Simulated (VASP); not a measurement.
# Ir (I4/mmm) in VASP: notebook

Ir is run at these levels: r2SCAN; tasks: single point.

All numbers are computed with VASP 6.6.1; they aren't measurements. Logs are shortened: lines on timing, memory, paths and dates and some standing lists are left out, and cuts for length are marked.

## Step 1: The cell of the first run

The structure is tetragonal, space group I4/mmm (No. 139). Conventional cell: a = 2.722 Å, b = 2.722 Å, c = 3.840 Å, α = 90.00°, β = 90.00°, γ = 90.00°. Ir (site symmetry 4/mmm) has 12 Ir at 2.72 Å within 3.6 Å.

## Step 2: Single point, r2SCAN

File POSCAR:

```
Ir
1.0
    3.8492788677      0.0000000000     -0.0000000001
    0.0000000000      3.8492788677      0.0000000000
   -1.9246394338      0.0000000000      1.9198889802
Ir
2
Direct
    0.0000000000      0.0000000000      0.0000000000
    0.5000000000      0.5000000000      0.0000000000
```

File INCAR.step1:

```
PREC = Accurate ; ENCUT = 520
ISMEAR = -5 ; SIGMA = 0.1
LREAL = F ; LASPH = T
NELM = 80 ; NBANDS = 16
GGA = PE ; ALGO = Normal
EDIFF = 1E-4 ; LWAVE = T
LCHARG = F
```

File INCAR.step2:

```
PREC = Accurate ; ENCUT = 520
EDIFF = 1E-6 ; ISMEAR = -5
SIGMA = 0.1 ; LREAL = F
LASPH = T ; NELM = 80
ALGO = Normal ; ISIF = 2
LWAVE = F ; LCHARG = F
METAGGA = R2SCAN ; LMIXTAU = T
NBANDS = 16 ; ISTART = 1
```

File KPOINTS:

```
Automatic mesh
0
Gamma
  9 9 18
```

Potentials or basis: VASP PAW PBE potentials, release 64 (Ir).

Run with:

```bash
$ cat potpaw_PBE.64/Ir/POTCAR > POTCAR
$ cp INCAR.step1 INCAR
$ mpirun -np 1 vasp_std > vasp.out
$ cp INCAR.step2 INCAR
$ mpirun -np 1 vasp_std > vasp.out
```

OUTCAR:

```text
PREC = Accurate
   ENCUT = 520
   EDIFF = 1E-6
   ISMEAR = -5
   LREAL = F
   LASPH = T
   NELM = 80
   ISIF = 2
   METAGGA = R2SCAN
   ISTART = 1

 ion  position               nearest neighbor table
   1  0.000  0.000  0.000-   2 2.72   2 2.72   2 2.72   2 2.72   2 2.72   2 2.72   2 2.72   2 2.72

   2  0.500  0.500  0.000-   1 2.72   1 2.72   1 2.72   1 2.72   1 2.72   1 2.72   1 2.72   1 2.72

  LATTYP: Found a base centered orthorhombic cell.
 ALAT       =     3.8397779603
 B/A-ratio  =     1.0024743377
 C/A-ratio  =     1.0024743377

  Lattice vectors:

 A1 = (  -1.9246394338,   0.0000000000,   1.9198889802)
 A2 = (   1.9246394339,   0.0000000000,   1.9198889801)
 A3 = (   0.0000000000,   3.8492788677,   0.0000000000)

Analysis of symmetry for initial positions (statically):
=====================================================================
 Subroutine PRICEL returns following result:

  LATTYP: Found a body centered tetragonal cell.
 ALAT       =     2.7218511900
 C/A-ratio  =     1.4107229574

  Lattice vectors:

 A1 = (  -0.0000000001,   1.9246394338,  -1.9198889802)
 A2 = (  -0.0000000001,  -1.9246394338,  -1.9198889802)
 A3 = (  -1.9246394338,   0.0000000000,   1.9198889802)

   2 primitive cells build up your supercell.

 Routine SETGRP: Setting up the symmetry group for a
 base centered orthorhombic supercell.

 Subroutine GETGRP returns: Found  8 space group operations
 (whereof  8 operations were pure point group operations)
 out of a pool of  8 trial point group operations.

The static configuration has the point symmetry D_2h.

Analysis of symmetry for dynamics (positions and initial velocities):
=====================================================================
 Subroutine PRICEL returns following result:

  LATTYP: Found a body centered tetragonal cell.
 ALAT       =     2.7218511900
 C/A-ratio  =     1.4107229574

  Lattice vectors:

 A1 = (  -0.0000000001,   1.9246394338,  -1.9198889802)
 A2 = (  -0.0000000001,  -1.9246394338,  -1.9198889802)
 A3 = (  -1.9246394338,   0.0000000000,   1.9198889802)

   2 primitive cells build up your supercell.

 Routine SETGRP: Setting up the symmetry group for a
 base centered orthorhombic supercell.

 Subroutine GETGRP returns: Found  8 space group operations
 (whereof  8 operations were pure point group operations)
 out of a pool of  8 trial point group operations.

The dynamic configuration has the point symmetry D_2h.

 Subroutine INISYM returns: Found  8 space group operations
 (whereof  8 operations are pure point group operations),
 and found     2 'primitive' translations

----------------------------------------------------------------------------------------

                                     Primitive cell

  volume of cell :      14.2234

  direct lattice vectors                    reciprocal lattice vectors
    -0.000000000  1.924639434 -1.919888980    -0.259788920  0.259788920 -0.260431726
    -0.000000000 -1.924639434 -1.919888980    -0.259788920 -0.259788920 -0.260431726
    -1.924639434  0.000000000  1.919888980    -0.519577840  0.000000000  0.000000000

  length of vectors
     2.718494187  2.718494187  2.718494187     0.450339039  0.450339039  0.519577840

  position of ions in fractional coordinates (direct lattice)
     0.000000000  0.000000000  0.000000000

  ion indices of the primitive-cell ions
   primitive index   ion index
                 1           1

----------------------------------------------------------------------------------------

 KPOINTS: Automatic mesh

Automatic generation of k-mesh.
 Grid dimensions read from file:
 generate k-points for:    9    9   18

 Generating k-lattice:

  Cartesian coordinates                     Fractional coordinates (reciprocal lattice)
     0.028865436  0.000000000  0.028936858     0.111111111  0.000000000 -0.000000000
     0.000000000  0.028865436  0.000000000     0.000000000  0.111111111  0.000000000
     0.000000000  0.000000000  0.028936858     0.000000000  0.000000000  0.055555556

  Length of vectors
     0.040872425  0.028865436  0.028936858

  Shift w.r.t. Gamma in fractional coordinates (k-lattice)
     0.000000000  0.000000000  0.000000000

 TETIRR: Found   4371 inequivalent tetrahedra from     8748

 Subroutine IBZKPT returns following result:
 ===========================================

 Found    250 irreducible k-points:

 Following reciprocal coordinates:
            Coordinates               Weight
  0.000000  0.000000  0.000000      1.000000
  0.111111  0.000000 -0.000000      4.000000
  0.222222  0.000000  0.000000      4.000000
  0.333333  0.000000  0.000000      4.000000
  0.444444  0.000000  0.000000      4.000000
  0.000000  0.111111  0.000000      2.000000
[... 16 lines left out ...]
  0.222222  0.444444  0.000000      8.000000
  0.333333  0.444444  0.000000      8.000000
 [... further k-points ...]
   k-points           NKPTS =    250   k-points in BZ     NKDIM =    250   number of bands    NBANDS=     16
   number of dos      NEDOS =    301   number of ions     NIONS =      2
   total plane-waves  NPLWV =  18000
   dimension x,y,z NGX =    30 NGY =   30 NGZ =   20
   dimension x,y,z NGXF=    60 NGYF=   60 NGZF=   40
   ions per type =               2
   NGX,Y,Z   is equivalent  to a cutoff of  12.96, 12.96, 12.23 a.u.
   NGXF,Y,Z  is equivalent  to a cutoff of  25.91, 25.91, 24.46 a.u.
 SYSTEM =  unknown system
   PREC   = accura    normal or accurate (medium, high low for compatibility)
   ISTART =      1    job   : 0-new  1-cont  2-samecut
   ICHARG =      0    charge: 1-file 2-atom 10-const
   ISPIN  =      1    spin polarized calculation?
   LNONCOLLINEAR =      F non collinear calculations
   LSORBIT =      F    spin-orbit coupling
   LASPH  =      T    aspherical Exc in radial PAW
   ENCUT  =  520.0 eV  38.22 Ry    6.18 a.u.   7.16  7.16  5.05*2*pi/ulx,y,z
   NELM   =     80;   NELMIN=  2; NELMDL=  0     # of ELM steps
   EDIFF  = 0.1E-05   stopping-criterion for ELM
   LREAL  =      F    real-space projection
   EDIFFG = 0.1E-04   stopping-criterion for IOM
   NSW    =      0    number of steps for IOM
   IBRION =     -1    ionic relax: 0-MD 1-quasi-New 2-CG
   NFREE  =      0    steps in history (QN), initial steepest desc. (CG)
   ISIF   =      2    stress and relaxation
   ISYM   =      2    0-nonsym 1-usesym 2-fastsym
   POTIM  = 0.5000    time-step for ionic-motion
   TEBEG  =    0.0;   TEEND  =   0.0 temperature during run
   PSTRESS=    0.0 pullay stress
   NELECT =      18.0000    total number of electrons
   NUPDOWN=      -1.0000    fix difference up-down
   EMIN   =  10.00;   EMAX   =-10.00  energy-range for DOS
   EFERMI =   0.00;   METHOD = LEGACY
   ISMEAR =    -5;   SIGMA  =   0.10  broadening in eV -4-tet -1-fermi 0-gaus
   EFERMI_NEDOS =   21; number of points for ismear=-14 and -15
   IALGO  =     38    algorithm
   IMIX   =      4    mixing-type and parameters
     AMIX     =   0.40;   BMIX     =  1.00
     AMIX_MAG =   1.60;   BMIX_MAG =  1.00
  volume/ion in A,a.u.               =      14.22        95.98
  Fermi-wavevector in a.u.,A,eV,Ry     =   1.405467  2.655948 26.876105  1.975338
  Thomas-Fermi vector in A             =   2.527925
   LORBIT       =      0    0 simple, 1 ext, 2 COOP (PROOUT), +10 PAW based schemes
   METAGGA = R2SCAN    functional components
   LHFCALC =     F    Hartree Fock is set to
   AEXX    =    0.0000 exact exchange contribution
   IVDW    =     0    specifies the selected vdW correction
   LEPSILON=     F    determine dielectric tensor
   LRPA    =     F    only Hartree local field effects (RPA)
 non-spin polarized calculation
 Fermi weights with tetrahedron method with Bloechl corrections
  energy-cutoff  :      520.00
  volume of cell :       28.45
 maximum number of plane-waves:       782
 NGX is ok and might be reduce to    30
   NGX = 15   NGY = 15   NGZ = 11

 number of electron      18.0000000 magnetization

 Free energy of the ion-electron system (eV)
  ---------------------------------------------------
  ext. energy  EPLUGINS =         0.00000000
  ---------------------------------------------------
  free energy    TOTEN  =      -104.72938099 eV

  energy without entropy =     -104.72938099  energy(sigma->0) =     -104.72938099

 E-fermi :  10.0536     XC(G=0): -15.2923

 val. band max:       10.2110627861   @ k =  -0.3333   0.3333   0.1111
 cond. band min:       9.9543521094   @ k =  -0.0000   0.0000   0.2778
 fundamental gap:     -0.2567106767
 Fermi energy:        10.0535875181

 k-point     1 :       0.0000    0.0000    0.0000
  band No.  band energies     occupation
      1      -1.3868      2.00000
      2       1.9354      2.00000
      3       2.5145      2.00000
      4       6.1014      2.00000
      5       6.1034      2.00000
      6       6.1366      2.00000
[... 8 lines left out ...]
     15      22.4171      0.00000
     16      25.1959      0.00000

 k-point     2 :       0.1111    0.0000   -0.0000
  band No.  band energies     occupation
      1      -1.0094      2.00000
      2       2.2021      2.00000
      3       2.7918      2.00000
      4       5.8997      2.00000
      5       6.2687      2.00000
      6       6.2974      2.00000
[... 8 lines left out ...]
     15      23.3129      0.00000
     16      25.8307      0.00000

 k-point     3 :       0.2222    0.0000    0.0000
  band No.  band energies     occupation
      1       0.0361      2.00000
      2       2.7661      2.00000
      3       3.6559      2.00000
      4       5.4074      2.00000
      5       6.6100      2.00000
      6       6.7006      2.00000
[... 8 lines left out ...]
     15      25.6223      0.00000
     16      27.4355      0.00000

 k-point     4 :       0.3333    0.0000    0.0000
  band No.  band energies     occupation
      1       1.5040      2.00000
      2       3.4346      2.00000
      3       4.6222      2.00000
      4       4.9699      2.00000
      5       6.0951      2.00000
      6       6.4144      2.00000
[... 8 lines left out ...]
     15      25.5548      0.00000
     16      28.3101      0.00000

 k-point     5 :       0.4444    0.0000    0.0000
  band No.  band energies     occupation
      1       2.9960      2.00000
      2       3.8137      2.00000
      3       4.8536      2.00000
      4       5.1157      2.00000
      5       5.2088      2.00000
      6       5.7577      2.00000
[... 8 lines left out ...]
     15      23.4627      0.00000
     16      26.3942      0.00000

 k-point     6 :       0.0000    0.1111    0.0000
  band No.  band energies     occupation
      1      -1.1962      2.00000
      2       2.0174      2.00000
      3       2.5982      2.00000
      4       5.9552      2.00000
      5       6.2112      2.00000
      6       6.2430      2.00000
[... 8 lines left out ...]
     15      22.9115      0.00000
     16      25.5232      0.00000
[... 267 lines left out ...]
 k-point    21 :       0.0000    0.4444    0.0000
  band No.  band energies     occupation
      1       1.2309      2.00000
      2       2.0682      2.00000
      3       3.7614      2.00000
      4       4.3649      2.00000
      5       6.9903      2.00000
      6       7.0294      2.00000
[... 8 lines left out ...]
     15      28.8975      0.00000
     16      28.9828      0.00000

 k-point    22 :       0.1111    0.4444   -0.0000
  band No.  band energies     occupation
      1       1.4760      2.00000
      2       2.3076      2.00000
      3       3.9678      2.00000
      4       4.5100      2.00000
      5       6.3926      2.00000
      6       6.5425      2.00000
[... 8 lines left out ...]
     15      28.4829      0.00000
     16      28.8262      0.00000

 k-point    23 :       0.2222    0.4444    0.0000
  band No.  band energies     occupation
      1       1.8271      2.00000
      2       2.4737      2.00000
      3       4.9313      2.00000
      4       5.2605      2.00000
      5       5.8447      2.00000
      6       6.1595      2.00000
[... 8 lines left out ...]
     15      27.5707      0.00000
     16      27.6533      0.00000

 k-point    24 :       0.3333    0.4444    0.0000
  band No.  band energies     occupation
      1       1.8194      2.00000
      2       2.1780      2.00000
      3       5.6446      2.00000
      4       6.0527      2.00000
      5       6.3177      2.00000
      6       6.5314      2.00000
[... 8 lines left out ...]
     15      25.9877      0.00000
     16      26.0889      0.00000

 [... further k-points ...]
[... 5 lines left out ...]
  --------------------------------------------------------------------------------------
  -------------------------------------------------------------------------------------
  Total        0.2739238      0.2911321      0.4272389      0.0000000      0.0000000      0.0000000
  in kB       15.4278503     16.3970530     24.0628164      0.0000000      0.0000000      0.0000000
  external PRESSURE =      18.6292399 kB  Pullay stress =       0.0000000 kB

 VOLUME and BASIS-vectors are now :
 -----------------------------------------------------------------------------
  energy-cutoff  :      520.00
  volume of cell :       28.45
      direct lattice vectors                 reciprocal lattice vectors
     3.849278868  0.000000000 -0.000000000     0.259788920  0.000000000  0.260431726
     0.000000000  3.849278868  0.000000000     0.000000000  0.259788920  0.000000000
    -1.924639434  0.000000000  1.919888980     0.000000000  0.000000000  0.520863451

 POSITION                                       TOTAL-FORCE (eV/Angst)
 -----------------------------------------------------------------------------------
      0.00000      0.00000      0.00000        -0.000000      0.000000      0.000000
      1.92464      1.92464     -0.00000         0.000000     -0.000000      0.000000
 -----------------------------------------------------------------------------------
    total drift:                                0.000000      0.000000     -0.000000

  FREE ENERGIE OF THE ION-ELECTRON SYSTEM (eV)
  ---------------------------------------------------
  free  energy   TOTEN  =      -104.7293809934 eV

  energy  without entropy=     -104.7293809934  energy(sigma->0) =     -104.72938099
```

Wall time 3.3 min (1 thread of Intel Xeon 6975P-C (Granite Rapids), shared host); peak memory 0.23 GiB.

What came out:

```yaml
Free_energy: -104.7294 eV
Pressure: 1.9 GPa
Band_gap_on_the_k_mesh: zero (band 9 reaches 11.65 eV, above the bottom of band 10 at 8.63 eV)
```

Levels at points of the mesh, in eV from the Fermi level:
| k point | band 5 | band 6 | band 7 | band 8 | band 9 | band 10 | band 11 | band 12 | band 13 | band 14 |
| --- | --- | --- | --- | --- | --- | --- | --- | --- | --- | --- |
| (0.00, 0.00, 0.00) | -3.95 | -3.92 | -1.27 | -1.23 | 0.86 | 1.56 | 1.60 | 1.79 | 11.00 | 12.34 |
| (0.00, 0.00, 0.50) | 0.86 | 0.86 | 1.56 | 1.58 | 1.58 | 1.59 | 1.79 | 1.85 | 11.00 | 11.07 |

Caveat: the PAW data sets were made with another functional, which shifts forces and pressure a little; spin-orbit coupling is left out, which moves the levels of the heavy elements; tetrahedron occupations give inexact forces and stress in metals.

## Step 3: Single point, r2SCAN

POSCAR is that of step 2.

INCAR.step1, as its differences from that of step 2:

```diff
@@ -1,3 +1,3 @@
 PREC = Accurate ; ENCUT = 520
-ISMEAR = -5 ; SIGMA = 0.1
+ISMEAR = 0 ; SIGMA = 0.1
 LREAL = F ; LASPH = T
```

File INCAR.step2:

```
PREC = Accurate ; ENCUT = 520
EDIFF = 1E-6 ; ISMEAR = 0
SIGMA = 0.1 ; LREAL = F
LASPH = T ; NELM = 80
ALGO = Normal ; ISIF = 2
LWAVE = F ; LCHARG = T
METAGGA = R2SCAN ; LMIXTAU = T
LELF = T ; LVHAR = T
NBANDS = 16 ; ISTART = 1
```

File KPOINTS:

```
regular mesh
0
Gamma
  9 9 18
```

Potentials or basis: VASP PAW PBE potentials, release 64 (Ir).

Run with:

```bash
$ cat potpaw_PBE.64/Ir/POTCAR > POTCAR
$ cp INCAR.step1 INCAR
$ mpirun -np 1 vasp_std > vasp.out
$ cp INCAR.step2 INCAR
$ mpirun -np 1 vasp_std > vasp.out
```

OUTCAR:

```text
PREC = Accurate
   ENCUT = 520
   EDIFF = 1E-6
   ISMEAR = 0
   LREAL = F
   LASPH = T
   NELM = 80
   ISIF = 2
   METAGGA = R2SCAN
   ISTART = 1

 ion  position               nearest neighbor table
   1  0.000  0.000  0.000-   2 2.72   2 2.72   2 2.72   2 2.72   2 2.72   2 2.72   2 2.72   2 2.72

   2  0.500  0.500  0.000-   1 2.72   1 2.72   1 2.72   1 2.72   1 2.72   1 2.72   1 2.72   1 2.72

  LATTYP: Found a base centered orthorhombic cell.
 ALAT       =     3.8397779603
[... 218 lines left out ...]
      6       6.1370      2.00000
[... 433 lines left out ...]
      3       5.6454      2.00000
      4       6.0538      2.00000
      5       6.3196      2.00000
      6       6.5334      2.00000
[... 8 lines left out ...]
     15      25.9876      0.00000
     16      26.0884      0.00000

 [... further k-points ...]
[... 5 lines left out ...]
  --------------------------------------------------------------------------------------
  -------------------------------------------------------------------------------------
  Total        0.2650724      0.2650673      0.4373197      0.0000000      0.0000000      0.0000000
  in kB       14.9293243     14.9290373     24.6305885      0.0000000      0.0000000      0.0000000
  external PRESSURE =      18.1629834 kB  Pullay stress =       0.0000000 kB

 VOLUME and BASIS-vectors are now :
 -----------------------------------------------------------------------------
  energy-cutoff  :      520.00
  volume of cell :       28.45
      direct lattice vectors                 reciprocal lattice vectors
     3.849278868  0.000000000 -0.000000000     0.259788920  0.000000000  0.260431726
     0.000000000  3.849278868  0.000000000     0.000000000  0.259788920  0.000000000
    -1.924639434  0.000000000  1.919888980     0.000000000  0.000000000  0.520863451

 POSITION                                       TOTAL-FORCE (eV/Angst)
 -----------------------------------------------------------------------------------
      0.00000      0.00000      0.00000        -0.000000      0.000000     -0.000000
      1.92464      1.92464     -0.00000         0.000000     -0.000000      0.000000
 -----------------------------------------------------------------------------------
    total drift:                                0.000000      0.000000     -0.000000

  FREE ENERGIE OF THE ION-ELECTRON SYSTEM (eV)
  ---------------------------------------------------
  free  energy   TOTEN  =      -104.7428926185 eV

  energy  without entropy=     -104.7337252894  energy(sigma->0) =     -104.73830895
```

OSZICAR.step1:

```text
N       E                     dE             d eps       ncg     rms          rms(c)
DAV:   1     0.145731115853E+03    0.14573E+03   -0.82829E+03  8016   0.111E+03
DAV:   2    -0.150520719346E+02   -0.16078E+03   -0.14482E+03  8016   0.309E+02
DAV:   3    -0.187668769338E+02   -0.37148E+01   -0.36706E+01 11048   0.563E+01
DAV:   4    -0.188087718505E+02   -0.41895E-01   -0.41882E-01  9072   0.509E+00
DAV:   5    -0.188099324885E+02   -0.11606E-02   -0.11606E-02 11152   0.878E-01    0.213E+01
DAV:   6    -0.178823894000E+02    0.92754E+00   -0.11414E+00 10192   0.138E+01    0.867E+00
DAV:   7    -0.177091113031E+02    0.17328E+00   -0.36907E-01 10896   0.737E+00    0.202E+00
DAV:   8    -0.177033488449E+02    0.57625E-02   -0.47286E-03  9008   0.585E-01    0.139E+00
DAV:   9    -0.176970021044E+02    0.63467E-02   -0.51965E-03  9856   0.895E-01    0.263E-02
DAV:  10    -0.176970071252E+02   -0.50208E-05   -0.23232E-05  7000   0.487E-02
   1 F= -.17697007E+02 E0= -.17692461E+02  d E =-.909173E-02
```

Wall time 3 min (1 thread of Intel Xeon 6975P-C (Granite Rapids), shared host); peak memory 0.22 GiB.

What came out:

```
Free energy            : -104.7429 eV
Pressure               : 1.8 GPa
Band gap on the k mesh : zero (band 9 reaches 11.65 eV, above the bottom of band 10 at 8.63 eV)
```

Caveat: the PAW data sets were made with another functional, which shifts forces and pressure a little; spin-orbit coupling is left out, which moves the levels of the heavy elements.
